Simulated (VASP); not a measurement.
A run of VASP 6.6.1 is set up as follows.

File INCAR:

```
SYSTEM = LiSb7
PREC = Accurate ; ENCUT = 600
EDIFF = 1E-6 ; ISMEAR = 0
SIGMA = 0.1 ; LREAL = .FALSE.
LASPH = .TRUE. ; NELM = 100
ALGO = Normal ; ISIF = 3
LWAVE = .FALSE. ; LCHARG = .FALSE.
GGA = PE ; IBRION = 2
NSW = 100 ; EDIFFG = -0.01
```

File KPOINTS:

```
regular mesh
0
G
  9 9 6
  0 0 0
```

File POSCAR:

```
LiSb7
1.0
    6.3357065071      0.0000000000      0.0000000000
   -3.1678532535      5.4868827861      0.0000000000
    0.0000000000      0.0000000000      6.4009385597
Li Sb
1 7
Direct
    0.0000000000      0.0000000000      0.5000000000
    0.4319427135      0.0000000000      0.7438679441
    0.0000000000      0.4319427135      0.7438679441
    0.5680572865      0.5680572865      0.7438679441
    0.4319427135      0.0000000000      0.2561320559
    0.0000000000      0.4319427135      0.2561320559
    0.5680572865      0.5680572865      0.2561320559
    0.0000000000      0.0000000000      0.0000000000
```

Potentials or basis: VASP PAW PBE potentials, release 64 (Li_sv, Sb).

The run is started by

```console
$ cat potpaw_PBE.64/Li_sv/POTCAR potpaw_PBE.64/Sb/POTCAR > POTCAR
$ mpirun -np 1 vasp_std > vasp.out
```

Question: Predict the space group after relaxing (to 0.05 Å).

Answer: P-62m (No. 189).

Question: Predict the relaxed volume.

Answer: 27.75 Å³/atom.

Question: Predict the relaxed cell.

Answer: a = 6.411 Å, b = 6.411 Å, c = 6.239 Å, α = 90.00°, β = 90.00°, γ = 120.00°.

Forces on the atoms (eV/Å):
```
Li   0.000  0.000  0.000
Sb   0.002  0.000  0.005
Sb  -0.001  0.002  0.005
Sb  -0.001 -0.002  0.005
Sb   0.002  0.000 -0.005
Sb  -0.001  0.002 -0.005
Sb  -0.001 -0.002 -0.005
Sb   0.000  0.000  0.000
```

Caveat: the cutoff is under 1.25 times the usual one of these potentials, so pressure, stress and relaxed cells hold a basis-set (Pulay) error.
